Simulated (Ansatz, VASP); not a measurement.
**Two plane-wave programs on KSrBr3**

Contents of INCAR:

```
PREC = Accurate
ENCUT = 520
EDIFF = 1E-6
ISMEAR = -1
SIGMA = 0.02
LREAL = F
LASPH = T
NELM = 60
ALGO = Normal
ISIF = 2
LWAVE = F
LCHARG = F
GGA = PE
NBANDS = 28
```

KPOINTS

```
Automatic mesh
0
Gamma
  4 4 4
```

Contents of POSCAR:

```
KSrBr3
1.0
    5.9380462104      0.0000000000      0.0000000000
    0.0000000000      5.9380462104      0.0000000000
    0.0000000000      0.0000000000      5.7895950551
K Sr Br
1 1 3
Direct
    0.0000000000      0.0000000000      0.0000000000
    0.5000000000      0.5000000000      0.5000000000
    0.5000000000      0.5000000000      0.0000000000
    0.5000000000      0.0000000000      0.5000000000
    0.0000000000      0.5000000000      0.5000000000
```

Input for Ansatz:

```yaml
crystal:
  lattice:
    - [5.9380462104, 0.0, 0.0]
    - [0.0, 5.9380462104, 0.0]
    - [0.0, 0.0, 5.7895950551]
  atoms:
    - { symbol: K, position: [0.0, 0.0, 0.0] }
    - { symbol: Sr, position: [0.5, 0.5, 0.5] }
    - { symbol: Br, position: [0.5, 0.5, 0.0] }
    - { symbol: Br, position: [0.5, 0.0, 0.5] }
    - { symbol: Br, position: [0.0, 0.5, 0.5] }
kpoints:
  mp_grid: { grid: [4, 4, 4] }
  band_path:
    path: [[0.0, 0.0, 0.0], [0.0, 0.5, 0.0], [0.5, 0.5, 0.0], [0.5, 0.5, 0.5]]
    npoints: 1
hamiltonian:
  xc: pbe
scf:
  occupations: { method: fermi_dirac, width: 0.02 }
  n_extra_bands: 5
output:
  forces: true
  stress: true
  eigenvalues: true
```

Change from the starting cell: uniaxial_z strain -2.5%.

Alike in both runs: task single point; functional PBE; k mesh 4 × 4 × 4; occupations fermi-dirac, width 0.02 eV; no spin polarisation.

```csv
,VASP,Ansatz
version,VASP 6.6.1,Ansatz 0.2.0
potentials or method,"VASP PAW PBE potentials, release 64 (K_sv, Sr_sv, Br)","plane waves, PAW"
plane-wave cutoff (eV),520,420
valence electrons in the cell,40,40
```

```tsv
	VASP	Ansatz	Ansatz less VASP
gap on the k mesh at the Fermi level (eV)	3.77	3.77	0.000
pressure (GPa)	1.0	0.9	-0.07
traceless stress, the component that is largest in VASP (GPa)	0.77	0.76	-0.014
```
